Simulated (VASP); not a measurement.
A run of VASP 6.6.1 is set up as follows.

Contents of INCAR:

```
SYSTEM = Hf
  PREC = Accurate
  ENCUT = 600
  EDIFF = 1E-7
  ISMEAR = -1
  SIGMA = 0.1
  LREAL = .FALSE.
  LASPH = .TRUE.
  NELM = 80
  ALGO = Normal
  ISIF = 3
  LWAVE = .FALSE.
  LCHARG = .FALSE.
  GGA = CA
  IBRION = 2
  NSW = 60
  EDIFFG = -0.005
  PSTRESS = 100.0
```

File KPOINTS:

```
Automatic mesh
0
G
  16 16 16
  0 0 0
```

File POSCAR:

```
Hf
1.0
    0.0000000000      2.1254843885      2.1254843885
    2.1254843885      0.0000000000      2.1254843885
    2.1254843885      2.1254843885      0.0000000000
Hf
1
Direct
    0.0000000000      0.0000000000      0.0000000000
```

Potentials or basis: VASP PAW LDA potentials, release 64 (Hf_pv).

Command:

```sh
$ cat potpaw_LDA.64/Hf_pv/POTCAR > POTCAR
$ mpirun -np 1 vasp_std > vasp.out
```

(1) Estimate the relaxed cell.

(2) Estimate the relaxed volume.

(3) What does it give for the space group after relaxing (to 0.05 Å)?

## Answers

(1) a = 3.008 Å, b = 3.008 Å, c = 3.008 Å, α = 60.00°, β = 60.00°, γ = 60.00°.

(2) 19.24 Å³/atom.

(3) Fm-3m (No. 225).

Caveat: the cell is relaxed towards a set pressure, so the enthalpy falls and the energy may rise.
